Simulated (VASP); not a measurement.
# K (Im-3m) in VASP: further runs, part 2 of 2

VASP 6.6.1.

### Step 4. Relaxation of cell and atoms, PBE, target pressure 5 GPa, at which the enthalpy is minimised

This run uses another cell than the first one, of 49.99 Å³/atom.

Contents of INCAR:

```
  ALGO = Fast
  EDIFF = 1E-6
  EDIFFG = -0.008
  ENCUT = 600
  GGA = PE
  IBRION = 2
  ISIF = 3
  ISMEAR = 0
  LASPH = T
  LCHARG = F
  LREAL = F
  LWAVE = F
  NELM = 100
  NSW = 70
  PREC = Accurate
  PSTRESS = 50.0
  SIGMA = 0.1
```

Contents of KPOINTS:

```
k-points
0
Gamma
  12 12 12
```

Contents of POSCAR:

```
K
1.0
   -2.3206252467      2.3206252467      2.3206252467
    2.3206252467     -2.3206252467      2.3206252467
    2.3206252467      2.3206252467     -2.3206252467
K
1
Direct
    0.0000000000      0.0000000000      0.0000000000
```

Potentials or basis: VASP PAW PBE potentials, release 64 (K_sv).

The run is started by

```
> cat potpaw_PBE.64/K_sv/POTCAR > POTCAR
> mpirun -np 1 vasp_std > vasp.out
```

OUTCAR:

```text
EDIFF = 1E-6
   EDIFFG = -0.008
   ENCUT = 600
   GGA = PE
   IBRION = 2
   ISIF = 3
   ISMEAR = 0
   LASPH = T
   LREAL = F
   NELM = 100
   NSW = 70
   PREC = Accurate
   PSTRESS = 50.0

 ion  position               nearest neighbor table
   1  0.000  0.000  0.000-

  LATTYP: Found a body centered cubic cell.
 ALAT       =     4.6412504934

  Lattice vectors:

 A1 = (  -2.3206252467,   2.3206252467,   2.3206252467)
 A2 = (   2.3206252467,  -2.3206252467,   2.3206252467)
 A3 = (   2.3206252467,   2.3206252467,  -2.3206252467)

Analysis of symmetry for initial positions (statically):
=====================================================================
 Subroutine PRICEL returns:
 Original cell was already a primitive cell.
[... 290 lines left out ...]

 E-fermi :   1.4402     XC(G=0):  -7.0880

 val. band max:        1.4088569677   @ k =  -0.3333   0.4167   0.1667
 cond. band min:       1.4485618157   @ k =   0.2500   0.2500   0.0000
 fundamental gap:      0.0397048480
 Fermi energy:         1.4402088764

 k-point     1 :       0.0000    0.0000    0.0000
  band No.  band energies     occupation
      1     -30.6306      2.00000
      2     -13.9616      2.00000
      3     -13.9616      2.00000
      4     -13.9616      2.00000
      5      -1.5402      2.00000
      6       6.0723      0.00000
      7       6.0723      0.00000
      8       6.0723      0.00000
[... 243 lines left out ...]
 k-point    24 :       0.4167    0.0833    0.0833
  band No.  band energies     occupation
      1     -30.5878      2.00000
      2     -14.3064      2.00000
      3     -14.0915      2.00000
      4     -13.9889      2.00000
      5       1.9374      0.00000
      6       2.6362      0.00000
      7       4.1989      0.00000
      8       7.4539      0.00000

 [... further k-points ...]

------------------------ aborting loop because EDIFF is reached ----------------------------------------

  FORCE on cell =-STRESS in cart. coord.  units (eV):
  Direction    XX          YY          ZZ          XY          YZ          ZX
  --------------------------------------------------------------------------------------
  -------------------------------------------------------------------------------------
  Total        1.3705505      1.3705505      1.3705505      0.0000000      0.0000000     -0.0000000
  in kB       50.2381634     50.2381634     50.2381634      0.0000000      0.0000000     -0.0000000
  external PRESSURE =       0.2381634 kB  Pullay stress =      50.0000000 kB
[... 20 lines left out ...]
  energy  without entropy=       -0.7341333618  energy(sigma->0) =       -0.73642034

  enthalpy is  TOTEN    =         0.6253458042 eV   P V=        1.3640531249

 reached required accuracy - stopping structural energy minimisation
```

OSZICAR:

```text
N       E                     dE             d eps       ncg     rms          rms(c)
DAV:   1     0.520676357814E+02    0.52068E+02   -0.42342E+03  1152   0.102E+03
DAV:   2     0.634820813465E+00   -0.51433E+02   -0.50844E+02  1160   0.232E+02
DAV:   3    -0.861672020921E+00   -0.14965E+01   -0.14897E+01  1856   0.376E+01
[... 46 lines left out ...]
RMM:   3    -0.738656467308E+00    0.15587E-03   -0.93526E-04  1249   0.267E-01    0.764E-02
RMM:   4    -0.738687663162E+00   -0.31196E-04   -0.19508E-04  1319   0.124E-01    0.755E-03
RMM:   5    -0.738702467887E+00   -0.14805E-04   -0.10119E-04  1363   0.637E-02    0.113E-02
RMM:   6    -0.738705175990E+00   -0.27081E-05   -0.20160E-05  1217   0.318E-02    0.115E-02
RMM:   7    -0.738707236381E+00   -0.20604E-05   -0.10530E-05  1154   0.174E-02    0.241E-02
RMM:   8    -0.738707320685E+00   -0.84304E-07   -0.26773E-06   939   0.200E-02
   4 F= 0.62534580E+00 E0= 0.62763278E+00  d E =-.444682E-01
```

Run time: 87 s. Hardware: 1 thread of Intel Xeon Platinum 8259CL at 2.50GHz (Skylake/Cascade Lake), shared host; peak memory 0.2 GiB.

Results:

```yaml
Free_energy: -0.7387 eV
Relaxed_volume: 43.71 Å³/atom
Relaxed_cell: a = 3.844 Å, b = 3.844 Å, c = 3.844 Å, α = 109.47°, β = 109.47°, γ = 109.47°
Space_group_after_relaxing_to_0.1_Å: Im-3m (No. 229)
Energy_change_on_relaxing_the_run_minimises_the_enthalpy: +151.5 meV/atom
Ionic_steps: 4
Pressure_after_relaxing: 5.0 GPa
Band_gap_on_the_k_mesh: zero (an odd number of electrons rules out a gap without spin polarisation)
```

Step by step:
| step | energy change (eV) | largest force (eV/Å) | pressure (GPa) | volume (Å³) |
| --- | --- | --- | --- | --- |
| 1 | 0.0000 | 0.0000 | 2.90 | 49.99 |
| 2 | 0.1021 | 0.0000 | 4.33 | 45.41 |
| 3 | 0.1465 | 0.0000 | 4.93 | 43.87 |
| 4 | 0.1515 | 0.0000 | 5.02 | 43.71 |

Final structure:
```
K
1.0
    -2.21907    2.21907    2.21907
     2.21907   -2.21907    2.21907
     2.21907    2.21907   -2.21907
K
1
Direct
  0.00000 0.00000 0.00000
```

Levels at points of the mesh, in eV from the Fermi level:
```tsv
k point	band 1	band 2	band 3	band 4	band 5	band 6	band 7	band 8
(0.00, 0.00, 0.00)	-32.07	-15.40	-15.40	-15.40	-2.98	4.63	4.63	4.63
(0.50, 0.00, 0.00)	-32.03	-15.77	-15.51	-15.41	0.23	1.17	3.10	5.90
(0.50, 0.50, 0.50)	-32.00	-15.65	-15.65	-15.65	1.10	1.10	5.25	5.25
```

Caveat: the cell is relaxed towards a set pressure, so the run minimises the enthalpy, not the energy.

### Step 5. Relaxation of cell and atoms, PBE, target pressure 40 GPa, at which the enthalpy is minimised

This run uses another cell than the first one, of 25.43 Å³/atom.

Contents of INCAR:

```
PREC = Accurate
ENCUT = 600
EDIFF = 1E-7
ISMEAR = 0
SIGMA = 0.1
LREAL = F
LASPH = T
NELM = 80
ALGO = Normal
ISIF = 3
LWAVE = F
LCHARG = F
GGA = PE
IBRION = 2
NSW = 70
EDIFFG = -0.008
PSTRESS = 400.0
```

Contents of KPOINTS:

```
regular mesh
0
Gamma
  16 16 16
```

Contents of POSCAR:

```
K
1.0
   -1.8525939858      1.8525939858      1.8525939858
    1.8525939858     -1.8525939858      1.8525939858
    1.8525939858      1.8525939858     -1.8525939858
K
1
Direct
    0.0000000000      0.0000000000      0.0000000000
```

The run is started by

```
> cat potpaw_PBE.64/K_sv/POTCAR > POTCAR
> mpirun -np 1 vasp_std > vasp.out
```

Wall time 4.4 min (1 thread of Intel Xeon Platinum 8259CL at 2.50GHz (Skylake/Cascade Lake), shared host); peak memory 0.19 GiB.

The run converged. Its results:

| Quantity | Value |
| --- | --- |
| Free energy | 1.9458 eV |
| Relaxed volume | 18.77 Å³/atom |
| Relaxed cell | a = 2.900 Å, b = 2.900 Å, c = 2.900 Å, α = 109.47°, β = 109.47°, γ = 109.47° |
| Space group after relaxing (to 0.1 Å) | Im-3m (No. 229) |
| Energy change on relaxing (the run minimises the enthalpy) | +1302.9 meV/atom |
| Ionic steps | 17 |
| Pressure after relaxing | 40.0 GPa |
| Band gap on the k mesh | zero (an odd number of electrons rules out a gap without spin polarisation) |

Step by step:
| step | energy change (eV) | largest force (eV/Å) | pressure (GPa) | volume (Å³) |
| --- | --- | --- | --- | --- |
| 1 | 0.0000 | 0.0000 | 23.98 | 25.43 |
| 2 | 1.7290 | 0.0000 | 45.03 | 17.17 |
| 3 | 1.3216 | 0.0000 | 40.26 | 18.70 |
| 4 | 1.2913 | 0.0000 | 39.77 | 18.82 |
| 5 | 1.2915 | 0.0000 | 39.77 | 18.82 |
| 6 | 1.2921 | 0.0000 | 39.78 | 18.82 |
| 7 | 1.2921 | 0.0000 | 39.78 | 18.82 |
| 8 | 1.2921 | 0.0000 | 39.78 | 18.82 |
| 9 | 1.2921 | 0.0000 | 39.78 | 18.82 |
| 10 | 1.2921 | 0.0000 | 39.78 | 18.82 |
| 11 | 1.2922 | 0.0000 | 39.77 | 18.82 |
| 12 | 1.2924 | 0.0000 | 39.78 | 18.82 |
| 13 | 1.2927 | 0.0000 | 39.79 | 18.82 |
| 14 | 1.2934 | 0.0000 | 39.80 | 18.81 |
| 15 | 1.2948 | 0.0000 | 39.82 | 18.81 |
| 16 | 1.2975 | 0.0000 | 39.87 | 18.80 |
| 17 | 1.3029 | 0.0000 | 39.96 | 18.77 |

Final structure:
```cif
data_structure
_symmetry_space_group_name_H-M 'P 1'
_symmetry_Int_Tables_number 1
_cell_length_a 2.9000
_cell_length_b 2.9000
_cell_length_c 2.9000
_cell_angle_alpha 109.471
_cell_angle_beta 109.471
_cell_angle_gamma 109.471
_cell_volume 18.77
loop_
_atom_site_label
_atom_site_type_symbol
_atom_site_fract_x
_atom_site_fract_y
_atom_site_fract_z
_atom_site_occupancy
K1 K 0.00000 0.00000 0.00000 1
```

Levels at points of the mesh, in eV from the Fermi level:
```tsv
k point	band 3	band 4	band 5	band 6	band 7	band 8
(0.00, 0.00, 0.00)	-15.26	-15.26	-2.86	4.54	4.54	4.54
(0.50, 0.00, 0.00)	-16.09	-15.35	-0.92	1.87	5.09	7.69
(0.50, 0.50, 0.50)	-17.13	-17.13	-1.42	-1.42	10.49	10.49
```

Caveat: the cell is relaxed towards a set pressure, so the run minimises the enthalpy, not the energy; the volume moved by over 15 % at a fixed basis, so the end points are rough.

### Step 6. Summary

| task | cell | k mesh | cutoff (eV) | gap on the mesh (eV) | pressure (GPa) |
| --- | --- | --- | --- | --- | --- |
| single point | a = 4.128 Å, angles 109.5°, 1 atom | 12 × 12 × 12 | 520 | none | 2.0 |
| relaxation of cell and atoms | relaxed to 20 GPa from a = 3.495 Å, angles 109.5°, 1 atom | 14 × 14 × 14 | 600 | none | 20.0 |
| relaxation of cell and atoms | relaxed to 5 GPa from a = 4.019 Å, angles 109.5°, 1 atom | 12 × 12 × 12 | 600 | none | 5.0 |
| relaxation of cell and atoms | relaxed to 40 GPa from a = 3.209 Å, angles 109.5°, 1 atom | 16 × 16 × 16 | 600 | none | 40.0 |

Alike in all rows: level PBE; potentials or basis VASP PAW PBE potentials, release 64 (K_sv); no spin polarisation; smearing gaussian 0.1 eV.

Caveats: the cell is relaxed towards a set pressure, so the run minimises the enthalpy, not the energy (at least some runs); the volume moved by over 15 % at a fixed basis, so the end points are rough (at least some runs).

Total energies depend on the potentials used, so only differences within one code and one set of settings carry meaning.
